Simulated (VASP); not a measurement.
The system is TaVN2.

```
Ta V N
1.0
     6.09970    0.00000    0.00000
     0.00000    3.04990    0.00000
     0.00000    0.00000    4.29610
Ta V N
2 2 4
Direct
  0.00000 0.00000 0.00000
  0.50000 0.00000 0.00000
  0.25000 0.50000 0.50000
  0.75000 0.50000 0.50000
  0.00000 0.00000 0.50000
  0.25000 0.50000 0.00000
  0.50000 0.00000 0.50000
  0.75000 0.50000 0.00000
```

Base run:

```yaml
Program: VASP 6.6.1
Functional: PBE
Dispersion: D3(BJ)
Potentials_or_basis: VASP PAW PBE potentials, release 64 (Ta_pv, V_sv, N)
Cutoff: 520 eV
k_mesh: 4 × 7 × 5
Occupations: fermi-dirac, width 0.05 eV
Spin: collinear spin, ferromagnetic start
Starting_moments: "[0.0, 0.0, 1.8, 1.8, 0.0, 0.0, 0.0, 0.0] μB"
Hubbard_terms: V d U = 5.9 eV, J = 0.9 eV
```

Its results: pressure 11.5 GPa; net moment 4.97 μB per cell; site moments Ta -0.15; V +2.42; N +0.05, +0.01 μB.

The run is repeated on the same cell with these changes: spin from collinear spin, ferromagnetic start to collinear spin, antiferromagnetic start; moments at the start from [0.0, 0.0, 1.8, 1.8, 0.0, 0.0, 0.0, 0.0] to [0.0, 0.0, 1.8, -1.8, 0.0, 0.0, 0.0, 0.0. What comes out?

Pressure 10.5 GPa; net moment 0.00 μB per cell; site moments Ta +0.00; V +2.36, -2.36; N +0.00, +0.02, -0.02 μB.

Caveats: pairwise dispersion overbinds metals, which lowers pressure and volume.
